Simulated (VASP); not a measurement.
# Ir (Fm-3m) in VASP: settings compared

Aim: see how the results for Ir move with the level of theory and the settings. Levels: PBE, revPBE, PBE+U. Tasks: single point.

All numbers are computed with VASP 6.6.1; they aren't measurements. Logs are shortened: lines on timing, memory, paths and dates and some standing lists are left out, and cuts for length are marked.

### Step 1. The cell of the first run

The structure is cubic, space group Fm-3m (No. 225). Conventional cell: a = 3.854 Å, b = 3.854 Å, c = 3.854 Å, α = 90.00°, β = 90.00°, γ = 90.00°. Within 3.6 Å of Ir (site symmetry m-3m) lie 12 Ir at 2.73 Å.

### Step 2. Single point, PBE

Input file INCAR:

```
PREC = Accurate
ENCUT = 500
EDIFF = 1E-6
ISMEAR = -4
SIGMA = 0.1
LREAL = F
LASPH = T
NELM = 120
ALGO = Normal
ISIF = 2
LWAVE = F
LCHARG = T
GGA = PE
LELF = T
LVHAR = T
NBANDS = 10
GGA_COMPAT = F
```

Input file KPOINTS:

```
Automatic mesh
0
Gamma
  10 10 10
```

Input file POSCAR:

```
Ir
1.0
    0.0000000000      1.9269646676      1.9269646676
    1.9269646676      0.0000000000      1.9269646676
    1.9269646676      1.9269646676      0.0000000000
Ir
1
Direct
    0.0000000000      0.0000000000      0.0000000000
```

Potentials or basis: VASP PAW PBE potentials, release 64 (Ir).

On the command line:

```sh
cat potpaw_PBE.64/Ir/POTCAR > POTCAR
mpirun -np 1 vasp_std > vasp.out
```

OUTCAR:

```text
PREC = Accurate
   ENCUT = 500
   EDIFF = 1E-6
   ISMEAR = -4
   LREAL = F
   LASPH = T
   NELM = 120
   ISIF = 2
   GGA = PE

 ion  position               nearest neighbor table
   1  0.000  0.000  0.000-

  LATTYP: Found a face centered cubic cell.
 ALAT       =     3.8539293352

  Lattice vectors:

 A1 = (   0.0000000000,   1.9269646676,   1.9269646676)
 A2 = (   1.9269646676,   0.0000000000,   1.9269646676)
 A3 = (   1.9269646676,   1.9269646676,   0.0000000000)

Analysis of symmetry for initial positions (statically):
=====================================================================
 Subroutine PRICEL returns:
 Original cell was already a primitive cell.

 Routine SETGRP: Setting up the symmetry group for a
 face centered cubic supercell.

 Subroutine GETGRP returns: Found 48 space group operations
 (whereof 48 operations were pure point group operations)
 out of a pool of 48 trial point group operations.

The static configuration has the point symmetry O_h .

Analysis of symmetry for dynamics (positions and initial velocities):
=====================================================================
 Subroutine PRICEL returns:
 Original cell was already a primitive cell.

 Routine SETGRP: Setting up the symmetry group for a
 face centered cubic supercell.

 Subroutine GETGRP returns: Found 48 space group operations
 (whereof 48 operations were pure point group operations)
 out of a pool of 48 trial point group operations.

The dynamic configuration has the point symmetry O_h .

 Subroutine INISYM returns: Found 48 space group operations
 (whereof 48 operations are pure point group operations),
 and found     1 'primitive' translations

----------------------------------------------------------------------------------------

                                     Primitive cell

  volume of cell :      14.3104

  direct lattice vectors                    reciprocal lattice vectors
     0.000000000  1.926964668  1.926964668    -0.259475437  0.259475437  0.259475437
     1.926964668  0.000000000  1.926964668     0.259475437 -0.259475437  0.259475437
     1.926964668  1.926964668  0.000000000     0.259475437  0.259475437 -0.259475437

  length of vectors
     2.725139567  2.725139567  2.725139567     0.449424641  0.449424641  0.449424641

  position of ions in fractional coordinates (direct lattice)
[... 77 lines left out ...]
   ENCUT  =  500.0 eV  36.75 Ry    6.06 a.u.   4.97  4.97  4.97*2*pi/ulx,y,z
   NELM   =    120;   NELMIN=  2; NELMDL= -5     # of ELM steps
   EDIFF  = 0.1E-05   stopping-criterion for ELM
   LREAL  =      F    real-space projection
   EDIFFG = 0.1E-04   stopping-criterion for IOM
   NSW    =      0    number of steps for IOM
   IBRION =     -1    ionic relax: 0-MD 1-quasi-New 2-CG
   NFREE  =      0    steps in history (QN), initial steepest desc. (CG)
   ISIF   =      2    stress and relaxation
   ISYM   =      2    0-nonsym 1-usesym 2-fastsym
   POTIM  = 0.5000    time-step for ionic-motion
   TEBEG  =    0.0;   TEEND  =   0.0 temperature during run
   PSTRESS=    0.0 pullay stress
   NELECT =       9.0000    total number of electrons
   NUPDOWN=      -1.0000    fix difference up-down
   EMIN   =  10.00;   EMAX   =-10.00  energy-range for DOS
   EFERMI =   0.00;   METHOD = LEGACY
   ISMEAR =    -4;   SIGMA  =   0.10  broadening in eV -4-tet -1-fermi 0-gaus
   EFERMI_NEDOS =   21; number of points for ismear=-14 and -15
   IALGO  =     38    algorithm
   IMIX   =      4    mixing-type and parameters
     AMIX     =   0.40;   BMIX     =  1.00
     AMIX_MAG =   1.60;   BMIX_MAG =  1.00
  volume/ion in A,a.u.               =      14.31        96.57
  Fermi-wavevector in a.u.,A,eV,Ry     =   1.402615  2.650559 26.767147  1.967330
  Thomas-Fermi vector in A             =   2.525359
   LORBIT       =      0    0 simple, 1 ext, 2 COOP (PROOUT), +10 PAW based schemes
   GGA     = PE    functional components
   LHFCALC =     F    Hartree Fock is set to
   AEXX    =    0.0000 exact exchange contribution
   IVDW    =     0    specifies the selected vdW correction
   LEPSILON=     F    determine dielectric tensor
   LRPA    =     F    only Hartree local field effects (RPA)
 non-spin polarized calculation
 Fermi weights with tetrahedron method witout Bloechl corrections
  energy-cutoff  :      500.00
  volume of cell :       14.31
 maximum number of plane-waves:       372
   NGX =  9   NGY =  9   NGZ =  9

 number of electron       9.0000000 magnetization

 Free energy of the ion-electron system (eV)
  ---------------------------------------------------
  ext. energy  EPLUGINS =         0.00000000
  ---------------------------------------------------
  free energy    TOTEN  =        -8.74168091 eV

  energy without entropy =       -8.74168091  energy(sigma->0) =       -8.74168091

 E-fermi :  10.2282     XC(G=0): -13.9198

 val. band max:       11.0592692259   @ k =   0.5000   0.5000   0.0000
 cond. band min:      10.1622460881   @ k =   0.3000   0.2000   0.0000
 fundamental gap:     -0.8970231379
 Fermi energy:        10.2281944263

 k-point     1 :       0.0000    0.0000    0.0000
  band No.  band energies     occupation
      1      -0.7875      2.00000
      2       6.3927      2.00000
      3       6.3927      2.00000
      4       6.3927      2.00000
      5       9.0363      2.00000
      6       9.0363      2.00000
      7      24.5508      0.00000
      8      30.0757      0.00000
      9      30.0757      0.00000
     10      30.0757      0.00000
[... 287 lines left out ...]
 k-point    24 :       0.4000    0.3000    0.0000
  band No.  band energies     occupation
      1       3.0114      2.00000
      2       3.7460      2.00000
      3       7.5997      2.00000
      4       9.3717      1.94473
      5      10.9677      0.40153
      6      11.0205      0.00003
      7      22.9561      0.00000
      8      25.2113      0.00000
      9      26.1136      0.00000
     10      31.0656      0.00000

 [... further k-points ...]
[... 5 lines left out ...]
  --------------------------------------------------------------------------------------
  -------------------------------------------------------------------------------------
  Total        0.6380777      0.6380777      0.6380777     -0.0000000      0.0000000      0.0000000
  in kB       71.4385899     71.4385899     71.4385899     -0.0000000      0.0000000      0.0000000
  external PRESSURE =      71.4385899 kB  Pullay stress =       0.0000000 kB

 VOLUME and BASIS-vectors are now :
 -----------------------------------------------------------------------------
  energy-cutoff  :      500.00
  volume of cell :       14.31
      direct lattice vectors                 reciprocal lattice vectors
     0.000000000  1.926964668  1.926964668    -0.259475437  0.259475437  0.259475437
     1.926964668  0.000000000  1.926964668     0.259475437 -0.259475437  0.259475437
     1.926964668  1.926964668  0.000000000     0.259475437  0.259475437 -0.259475437

 POSITION                                       TOTAL-FORCE (eV/Angst)
 -----------------------------------------------------------------------------------
      0.00000      0.00000      0.00000         0.000000      0.000000      0.000000
 -----------------------------------------------------------------------------------
    total drift:                               -0.000000     -0.000000     -0.000000

  FREE ENERGIE OF THE ION-ELECTRON SYSTEM (eV)
  ---------------------------------------------------
  free  energy   TOTEN  =        -8.7416809144 eV

  energy  without entropy=       -8.7416809144  energy(sigma->0) =       -8.74168091
```

OSZICAR:

```text
N       E                     dE             d eps       ncg     rms          rms(c)
DAV:   1     0.466517550063E+02    0.46652E+02   -0.43760E+03   948   0.808E+02
DAV:   2    -0.842220346393E+01   -0.55074E+02   -0.52553E+02   968   0.191E+02
DAV:   3    -0.929464968165E+01   -0.87245E+00   -0.87084E+00  1108   0.294E+01
DAV:   4    -0.930219110976E+01   -0.75414E-02   -0.75405E-02  1052   0.253E+00
DAV:   5    -0.930235130515E+01   -0.16020E-03   -0.16019E-03  1054   0.358E-01    0.150E+01
DAV:   6    -0.883183440611E+01    0.47052E+00   -0.84592E-01  1036   0.111E+01    0.621E+00
DAV:   7    -0.874775922572E+01    0.84075E-01   -0.28560E-01  1134   0.579E+00    0.160E+00
DAV:   8    -0.874538266436E+01    0.23766E-02   -0.20222E-03  1028   0.476E-01    0.123E+00
DAV:   9    -0.874167509619E+01    0.37076E-02   -0.26544E-03  1060   0.721E-01    0.255E-02
DAV:  10    -0.874167946879E+01   -0.43726E-05   -0.17029E-05  1332   0.423E-02    0.237E-02
DAV:  11    -0.874168093107E+01   -0.14623E-05   -0.11271E-06   724   0.121E-02    0.896E-04
DAV:  12    -0.874168091445E+01    0.16624E-07   -0.33851E-08   504   0.200E-03
   1 F= -.87416809E+01 E0= -.87416809E+01  d E =0.000000E+00
```

Run time: 6.9 s. Hardware: 1 thread of AMD EPYC 7R13 (Zen 3), shared host; peak memory 0.1 GiB.

What came out:

```yaml
Free_energy: -8.7417 eV
Pressure: 7.1 GPa
```

Levels at points of the mesh, in eV from the Fermi level:
| k point | band 2 | band 3 | band 4 | band 5 | band 6 | band 7 |
| --- | --- | --- | --- | --- | --- | --- |
| (0.00, 0.00, 0.00) | -3.84 | -3.84 | -3.84 | -1.19 | -1.19 | 14.32 |
| (0.50, 0.00, 0.00) | -3.94 | -3.94 | -0.75 | 0.86 | 0.86 | 7.13 |
| (0.50, 0.50, 0.00) | -7.23 | 0.83 | 1.43 | 1.43 | 1.68 | 10.34 |

Caveat: spin-orbit coupling is left out, which moves the levels of the heavy elements.

[end of part 1 of 2]
